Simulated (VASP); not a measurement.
Here is a VASP 6.6.1 calculation.

File INCAR:

```
PREC = Accurate ; ENCUT = 520
EDIFF = 1E-7 ; ISMEAR = -1
SIGMA = 0.05 ; LREAL = F
LASPH = T ; NELM = 80
ALGO = Normal ; ISIF = 2
LWAVE = F ; LCHARG = T
GGA = PS ; LELF = T
LVHAR = T ; NBANDS = 15
```

File KPOINTS:

```
regular mesh
0
Gamma
  15 15 15
```

Contents of POSCAR:

```
ZrC
1.0
    0.0000000000      2.3737121000      2.3502100000
    2.3737121000      0.0000000000      2.3502100000
    2.3737121000      2.3737121000      0.0000000000
Zr C
1 1
Direct
    0.5000000000      0.5000000000      0.5000000000
    0.0000000000      0.0000000000      0.0000000000
```

Potentials or basis: VASP PAW PBE potentials, release 64 (Zr_sv, C).

Command:

```console
$ cat potpaw_PBE.64/Zr_sv/POTCAR potpaw_PBE.64/C/POTCAR > POTCAR
$ mpirun -np 1 vasp_std > vasp.out
```

**Question.** What does it give for the band gap on the k mesh?

**Answer.** Zero (bands 8 and 9 overlap by 1.40 eV).

**Question.** Predict the pressure.

**Answer.** -8.4 GPa.

Stress tensor (GPa, compression positive):
```
-9.45  0.00  0.00
 0.00 -9.45  0.00
 0.00  0.00 -6.17
```

Caveat: the cell differs from its parent crystal (equal xx and yy strain of +1 %); the cell stands under tension; the PAW data sets were made with another functional, which shifts forces and pressure a little.
